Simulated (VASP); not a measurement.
Write the native input for VASP 6.6.1 that does the following.

```
Task                   : single point
Functional             : PBE
Potentials or basis    : VASP PAW PBE potentials, release 64 (Ti_sv, W_sv, N)
Cutoff                 : 520 eV
k mesh                 : 12 × 12 × 4
Occupations            : gaussian, width 0.1 eV
Spin                   : no spin polarisation
Dipole correction      : no
Further INCAR settings : ALGO = Normal; EDIFF = 1e-06; NBANDS = 64
```

The structure of Ti5WN6 lies in POSCAR:

```
Ti5WN6
1.0
    2.9971225415      0.0000000000      0.0000000000
   -1.4985612708      2.5955842592      0.0000000000
    0.0000000000      0.0000000000     14.9317814887
Ti W N
5 1 6
Direct
    0.6666666667      0.3333333333      0.6730166093
    0.3333333333      0.6666666667      0.3269833907
    0.6666666667      0.3333333333      0.1645831200
    0.0000000000      0.0000000000      0.0000000000
    0.3333333333      0.6666666667      0.8354168800
    0.0000000000      0.0000000000      0.5000000000
    0.3333333333      0.6666666667      0.5885238084
    0.6666666667      0.3333333333      0.4114761916
    0.0000000000      0.0000000000      0.2475420062
    0.3333333333      0.6666666667      0.0819875372
    0.6666666667      0.3333333333      0.9180124628
    0.0000000000      0.0000000000      0.7524579938
```

These files were run (other wordings do the same):

INCAR

```
ALGO     = Normal         # electronic algorithm
EDIFF    = 1E-6           # SCF threshold, eV
ENCUT    = 520            # plane-wave cutoff, eV
GGA      = PE             # functional
ISIF     = 2              # what is computed and relaxed
ISMEAR   = 0              # smearing method
LASPH    = T              # aspherical terms in the spheres
LCHARG   = F              # write CHGCAR
LREAL    = F              # projectors in reciprocal space
LWAVE    = F              # write WAVECAR
NBANDS   = 64             # bands
NELM     = 100            # most SCF steps
PREC     = Accurate       # precision mode
SIGMA    = 0.1            # smearing width, eV
```

KPOINTS

```
k-points
0
Gamma
  12 12 4
```

Potentials or basis: VASP PAW PBE potentials, release 64 (Ti_sv, W_sv, N).

The run is started by

```bash
$ cat potpaw_PBE.64/Ti_sv/POTCAR potpaw_PBE.64/W_sv/POTCAR potpaw_PBE.64/N/POTCAR > POTCAR
$ mpirun -np 1 vasp_std > vasp.out
```

Results of the run:

* Pressure: 0.6 GPa
* Largest force: 0.024 eV/Å
* Band gap on the k mesh: zero (band 52 reaches 12.41 eV, above the bottom of band 53 at 11.25 eV)

Caveat: spin-orbit coupling is left out, which moves the levels of the heavy elements.

Wall time 21 min on 1 thread of Oxide Virtual Turin-like Processor, with other jobs on the host, peak memory 0.48 GiB.
